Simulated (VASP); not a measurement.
Input of a VASP 6.6.1 run:

The input INCAR:

```
ALGO = Normal
EDIFF = 1E-6
ENCUT = 520
GGA = RE
ISIF = 2
ISMEAR = -1
LASPH = T
LCHARG = T
LELF = T
LREAL = F
LVHAR = T
LWAVE = F
NBANDS = 36
NELM = 100
PREC = Accurate
SIGMA = 0.1
```

File KPOINTS:

```
k-points
0
Gamma
  8 8 8
```

Contents of POSCAR:

```
HfBi3
1.0
   -2.3154630000      2.3154630000      5.2652240000
    2.3154630000     -2.3154630000      5.2652240000
    2.3154630000      2.3154630000     -5.2652240000
Hf Bi
1 3
Direct
    0.0000000000      0.0000000000      0.0000000000
    0.7500000000      0.2500000000      0.5000000000
    0.2500000000      0.7500000000      0.5000000000
    0.5000000000      0.5000000000      0.0000000000
```

Potentials or basis: VASP PAW PBE potentials, release 64 (Hf_pv, Bi_d).

Run with:

```bash
$ cat potpaw_PBE.64/Hf_pv/POTCAR potpaw_PBE.64/Bi_d/POTCAR > POTCAR
$ mpirun -np 1 vasp_std > vasp.out
```

What does it give for the band gap on the k mesh?

Zero (an odd number of electrons rules out a gap without spin polarisation).

Estimate the pressure.

1.3 GPa.

Stress tensor (GPa, compression positive):
```
1.36 0.00 0.00
0.00 1.36 0.00
0.00 0.00 1.12
```

Caveat: the PAW data sets were made with another functional, which shifts forces and pressure a little; spin-orbit coupling is left out, which moves the levels of the heavy elements.
